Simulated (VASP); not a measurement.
Wanted: the native input for a VASP 6.6.1 run.

- Task: single point
- Functional: PBEsol
- Potentials or basis: VASP PAW PBE potentials, release 64 (Al, N)
- Cutoff: 520 eV
- k mesh: 10 × 10 × 10
- Occupations: fermi-dirac, width 0.05 eV
- Spin: no spin polarisation
- Dipole correction: no
- Further INCAR settings: ALGO = Normal; EDIFF = 1e-06; NBANDS = 11

The structure of AlN lies in POSCAR:

```
AlN
1.0
    0.0000000000      2.1394097525      2.1394097525
    2.1394097525      0.0000000000      2.1394097525
    2.1394097525      2.1394097525      0.0000000000
Al N
1 1
Direct
    0.0000000000      0.0000000000      0.0000000000
    0.2500000000      0.2500000000      0.2500000000
```

One way to write it, as run:

INCAR

```
  PREC = Accurate
  ENCUT = 520
  EDIFF = 1E-6
  ISMEAR = -1
  SIGMA = 0.05
  LREAL = False
  LASPH = True
  NELM = 100
  ALGO = Normal
  ISIF = 2
  LWAVE = False
  LCHARG = False
  GGA = PS
  NBANDS = 11
```

KPOINTS

```
Automatic mesh
0
Gamma
  10 10 10
```

Potentials or basis: VASP PAW PBE potentials, release 64 (Al, N).

Command:

```sh
$ cat potpaw_PBE.64/Al/POTCAR potpaw_PBE.64/N/POTCAR > POTCAR
$ mpirun -np 1 vasp_std > vasp.out
```

Results of the run:

- Pressure: 15.8 GPa
- Band gap on the k mesh: 3.21 eV, indirect (least direct gap 4.69 eV)

Caveat: the PAW data sets were made with another functional, which shifts forces and pressure a little.

It took 9.2 s on 1 thread of AMD EPYC 7R13 Processor (Zen 3) (shared host), peak memory 0.1 GiB.
